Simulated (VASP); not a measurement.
# Ti (Pm-3n) in VASP: notebook, part 2 of 2

VASP 6.6.1. Earlier steps stand in the parts before.

### 3 Single point, BLYP

INCAR

```
AGGAC = 1.0
AGGAX = 1.0
ALDAC = 0.0
ALDAX = 1.0
ALGO = Normal
EDIFF = 1E-7
ENCUT = 520
GGA = B5
ISIF = 2
ISMEAR = -1
LASPH = True
LCHARG = False
LREAL = False
LWAVE = False
NBANDS = 58
NELM = 100
PREC = Accurate
SIGMA = 0.1
```

KPOINTS

```
k-points
0
Gamma
  7 7 7
```

POSCAR

```
Ti
1.0
    5.2343517240      0.0000000000      0.0000000000
    0.0000000000      5.2343517240      0.0000000000
    0.0000000000      0.0000000000      5.2343517240
Ti
8
Direct
    1.0000000000      0.0000000000      0.0000000000
    0.5000000000      0.5000000000      0.5000000000
    0.2500000000      1.0000000000      0.5000000000
    0.7500000000      1.0000000000      0.5000000000
    0.5000000000      0.2500000000      0.0000000000
    0.5000000000      0.7500000000      0.0000000000
    0.0000000000      0.5000000000      0.2500000000
    0.0000000000      0.5000000000      0.7500000000
```

Potentials or basis: VASP PAW PBE potentials, release 64 (Ti_sv).

Launch:

```
$ cat potpaw_PBE.64/Ti_sv/POTCAR > POTCAR
$ mpirun -np 1 vasp_std > vasp.out
```

OUTCAR:

```text
EDIFF = 1E-7
   ENCUT = 520
   GGA = B5
   ISIF = 2
   ISMEAR = -1
   LASPH = True
   LREAL = False
   NELM = 100
   PREC = Accurate

 ion  position               nearest neighbor table
   1  0.000  0.000  0.000-
   2  0.500  0.500  0.500-
   3  0.250  0.000  0.500-   4 2.62   4 2.62
   4  0.750  0.000  0.500-   3 2.62   3 2.62
   5  0.500  0.250  0.000-   6 2.62   6 2.62
   6  0.500  0.750  0.000-   5 2.62   5 2.62
   7  0.000  0.500  0.250-   8 2.62   8 2.62
   8  0.000  0.500  0.750-   7 2.62   7 2.62

  LATTYP: Found a simple cubic cell.
 ALAT       =     5.2343517240

  Lattice vectors:

 A1 = (   5.2343517240,   0.0000000000,   0.0000000000)
 A2 = (   0.0000000000,   5.2343517240,   0.0000000000)
 A3 = (   0.0000000000,   0.0000000000,   5.2343517240)

Analysis of symmetry for initial positions (statically):
=====================================================================
 Subroutine PRICEL returns:
 Original cell was already a primitive cell.

 Routine SETGRP: Setting up the symmetry group for a
 simple cubic supercell.

 Subroutine GETGRP returns: Found 48 space group operations
 (whereof 24 operations were pure point group operations)
 out of a pool of 48 trial point group operations.

The static configuration has the point symmetry T_h .
 The point group associated with its full space group is O_h .

Analysis of symmetry for dynamics (positions and initial velocities):
=====================================================================
 Subroutine PRICEL returns:
 Original cell was already a primitive cell.

 Routine SETGRP: Setting up the symmetry group for a
 simple cubic supercell.

 Subroutine GETGRP returns: Found 48 space group operations
[... 129 lines left out ...]
   IMIX   =      4    mixing-type and parameters
     AMIX     =   0.40;   BMIX     =  1.00
     AMIX_MAG =   1.60;   BMIX_MAG =  1.00
  volume/ion in A,a.u.               =      17.93       120.97
  Fermi-wavevector in a.u.,A,eV,Ry     =   1.432086  2.706250 27.903773  2.050869
  Thomas-Fermi vector in A             =   2.551752
   LORBIT       =      0    0 simple, 1 ext, 2 COOP (PROOUT), +10 PAW based schemes
   GGA     = B5    functional components
   LHFCALC =     F    Hartree Fock is set to
   AEXX    =    0.0000 exact exchange contribution
   IVDW    =     0    specifies the selected vdW correction
   LEPSILON=     F    determine dielectric tensor
   LRPA    =     F    only Hartree local field effects (RPA)
 non-spin polarized calculation
  energy-cutoff  :      520.00
  volume of cell :      143.41
 maximum number of plane-waves:      3887
 NGX is ok and might be reduce to    40
   NGX = 19   NGY = 19   NGZ = 19

 number of electron      95.9999955 magnetization

 Free energy of the ion-electron system (eV)
  ---------------------------------------------------
  ext. energy  EPLUGINS =         0.00000000
  ---------------------------------------------------
  free energy    TOTEN  =       -53.11175003 eV

  energy without entropy =      -52.41338219  energy(sigma->0) =      -52.76256611

 E-fermi :   8.1479     XC(G=0): -10.7963

 val. band max:        8.1464559572   @ k =   0.2857   0.2857   0.1429
 cond. band min:       8.1555598600   @ k =   0.4286   0.4286   0.4286
 fundamental gap:      0.0091039028
 Fermi energy:         8.1478958978

 k-point     1 :       0.0000    0.0000    0.0000
  band No.  band energies     occupation
      1     -48.1181      2.00000
      2     -48.0378      2.00000
      3     -48.0378      2.00000
      4     -48.0150      2.00000
      5     -47.9722      2.00000
      6     -47.9181      2.00000
[... 1209 lines left out ...]
     57      10.0757      0.00000
     58      10.0757      0.00000

------------------------ aborting loop because EDIFF is reached ----------------------------------------

  FORCE on cell =-STRESS in cart. coord.  units (eV):
  Direction    XX          YY          ZZ          XY          YZ          ZX
  --------------------------------------------------------------------------------------
  -------------------------------------------------------------------------------------
  Total       -0.0462035     -0.0462035     -0.0462035      0.0000000      0.0000000     -0.0000000
  in kB       -0.5161742     -0.5161742     -0.5161742      0.0000000      0.0000000     -0.0000000
  external PRESSURE =      -0.5161742 kB  Pullay stress =       0.0000000 kB

 VOLUME and BASIS-vectors are now :
 -----------------------------------------------------------------------------
  energy-cutoff  :      520.00
  volume of cell :      143.41
      direct lattice vectors                 reciprocal lattice vectors
     5.234351724  0.000000000  0.000000000     0.191045626  0.000000000  0.000000000
     0.000000000  5.234351724  0.000000000     0.000000000  0.191045626  0.000000000
     0.000000000  0.000000000  5.234351724     0.000000000  0.000000000  0.191045626

 POSITION                                       TOTAL-FORCE (eV/Angst)
 -----------------------------------------------------------------------------------
      0.00000      0.00000      0.00000        -0.000000     -0.000000      0.000000
      2.61718      2.61718      2.61718        -0.000000     -0.000000      0.000000
      1.30859      0.00000      2.61718         0.000000      0.000000     -0.000000
      3.92576      0.00000      2.61718        -0.000000      0.000000      0.000000
      2.61718      1.30859      0.00000        -0.000000     -0.000000     -0.000000
      2.61718      3.92576      0.00000         0.000000     -0.000000     -0.000000
      0.00000      2.61718      1.30859        -0.000000     -0.000000      0.000000
      0.00000      2.61718      3.92576        -0.000000     -0.000000     -0.000000
 -----------------------------------------------------------------------------------
    total drift:                                0.000000     -0.000000      0.000000

  FREE ENERGIE OF THE ION-ELECTRON SYSTEM (eV)
  ---------------------------------------------------
  free  energy   TOTEN  =       -53.1117500330 eV

  energy  without entropy=      -52.4133821882  energy(sigma->0) =      -52.76256611
```

OSZICAR:

```text
N       E                     dE             d eps       ncg     rms          rms(c)
DAV:   1     0.138638086746E+04    0.13864E+04   -0.48259E+04  2320   0.206E+03
DAV:   2     0.130082184853E+03   -0.12563E+04   -0.12336E+04  2320   0.642E+02
DAV:   3    -0.330958273094E+02   -0.16318E+03   -0.15570E+03  3608   0.199E+02
[... 11 lines left out ...]
DAV:  15    -0.531117492042E+02    0.86123E-05   -0.21158E-05  3040   0.438E-02    0.439E-03
DAV:  16    -0.531117492084E+02   -0.41946E-08   -0.30153E-06  3184   0.109E-02    0.140E-03
DAV:  17    -0.531117496037E+02   -0.39530E-06   -0.17356E-07  1864   0.229E-03    0.658E-04
DAV:  18    -0.531117499830E+02   -0.37927E-06   -0.40944E-08  1400   0.132E-03    0.152E-04
DAV:  19    -0.531117500330E+02   -0.50033E-07   -0.16359E-08  1376   0.838E-04
   1 F= -.53111750E+02 E0= -.52762566E+02  d E =-.698368E+00
```

stdout:

```text
POSCAR found type information on POSCAR Ti
 POSCAR found :  1 types and       8 ions
 scaLAPACK will be used
 -----------------------------------------------------------------------------
|                                                                             |
|                                                                             |
|     You enforced a specific xc type in the INCAR file but a different       |
|     I HOPE YOU KNOW WHAT YOU ARE DOING!                                     |
|                                                                             |
 -----------------------------------------------------------------------------

 LDA part: xc-table for (Slater(with rela. corr.)+VWN5), standard interpolation
 POSCAR, INCAR and KPOINTS ok, starting setup
 FFT: planning ... GRIDC
 FFT: planning ... GRID_SOFT
 FFT: planning ... GRID
 WAVECAR not read
 entering main loop
```

Wall time 3.8 min (1 thread of Intel Xeon Platinum 8488C (Sapphire Rapids), shared host); peak memory 0.28 GiB.

What came out:

```yaml
Free_energy: -53.1118 eV
Pressure: -0.1 GPa
Band_gap_on_the_k_mesh: zero (band 48 reaches 8.20 eV, above the bottom of band 49 at 7.73 eV)
```

Caveat: the PAW data sets were made with another functional, which shifts forces and pressure a little.

### 4 Relaxation of cell and atoms, BLYP

This run uses another cell than the first one, of 17.66 Å³/atom, 0.985 times its volume.

INCAR

```
PREC = Accurate
ENCUT = 600
EDIFF = 1E-6
ISMEAR = -1
SIGMA = 0.1
LREAL = F
LASPH = T
NELM = 80
ALGO = Normal
ISIF = 3
LWAVE = F
LCHARG = F
GGA = B5
ALDAX = 1.0
AGGAX = 1.0
AGGAC = 1.0
ALDAC = 0.0
IBRION = 2
NSW = 80
EDIFFG = -0.01
```

KPOINTS

```
Automatic mesh
0
Gamma
  5 5 5
```

POSCAR

```
Ti
1.0
    5.2080934678      0.0000000000      0.0000000000
    0.0000000000      5.2080934678      0.0000000000
    0.0000000000      0.0000000000      5.2080934678
Ti
8
Direct
    0.0000000000      0.0000000000      0.0000000000
    0.5000000000      0.5000000000      0.5000000000
    0.2500000000      0.0000000000      0.5000000000
    0.7500000000      0.0000000000      0.5000000000
    0.5000000000      0.2500000000      0.0000000000
    0.5000000000      0.7500000000      0.0000000000
    0.0000000000      0.5000000000      0.2500000000
    0.0000000000      0.5000000000      0.7500000000
```

Launch:

```
$ cat potpaw_PBE.64/Ti_sv/POTCAR > POTCAR
$ mpirun -np 1 vasp_std > vasp.out
```

Wall time 8.1 min (1 thread of Intel Xeon Platinum 8488C (Sapphire Rapids), shared host); peak memory 0.28 GiB.

Results (log left out):

- Free energy: -53.1087 eV
- Relaxed volume: 17.92 Å³/atom
- Relaxed cell: a = 5.234 Å, b = 5.234 Å, c = 5.234 Å, α = 90.00°, β = 90.00°, γ = 90.00°
- Space group after relaxing (to 0.05 Å): Pm-3n (No. 223)
- Energy gained by relaxing: 1.1 meV/atom
- Ionic steps: 3
- Pressure after relaxing: 0.0 GPa
- Band gap on the k mesh: zero (band 48 reaches 8.20 eV, above the bottom of band 49 at 7.73 eV)

The path:
| step | energy change (eV) | largest force (eV/Å) | pressure (GPa) | volume (Å³) |
| --- | --- | --- | --- | --- |
| 1 | 0.0000 | 0.0000 | 1.39 | 141.27 |
| 2 | -0.0069 | 0.0000 | -0.68 | 144.43 |
| 3 | -0.0092 | 0.0000 | -0.02 | 143.38 |

Final structure:
```
Ti
1.0
     5.23394    0.00000    0.00000
     0.00000    5.23394    0.00000
     0.00000    0.00000    5.23394
Ti
8
Direct
  0.00000 0.00000 0.00000
  0.50000 0.50000 0.50000
  0.25000 0.00000 0.50000
  0.75000 0.00000 0.50000
  0.50000 0.25000 0.00000
  0.50000 0.75000 0.00000
  0.00000 0.50000 0.25000
  0.00000 0.50000 0.75000
```

Levels at points of the mesh, in eV from the Fermi level:
| k point | band 45 | band 46 | band 47 | band 48 | band 49 | band 50 | band 51 | band 52 |
| --- | --- | --- | --- | --- | --- | --- | --- | --- |
| (0.00, 0.00, 0.00) | -0.44 | -0.44 | -0.42 | -0.42 | -0.42 | -0.03 | -0.01 | -0.01 |

Caveat: the PAW data sets were made with another functional, which shifts forces and pressure a little.

### 5 Overview

```tsv
task	cell	k mesh	cutoff (eV)	gap on the mesh (eV)	pressure (GPa)
single point	a = 5.234 Å, 8 atoms	5 × 5 × 5	520	none	-0.1
single point	a = 5.234 Å, 8 atoms	7 × 7 × 7	520	none	-0.1
relaxation of cell and atoms	relaxed from a = 5.208 Å, 8 atoms	5 × 5 × 5	600	none	0.0
```

Alike in all rows: level BLYP; potentials or basis VASP PAW PBE potentials, release 64 (Ti_sv); no spin polarisation; smearing fermi-dirac 0.1 eV.

Caveats: the PAW data sets were made with another functional, which shifts forces and pressure a little.

Absolute energies hang on the potentials; compare differences alone.
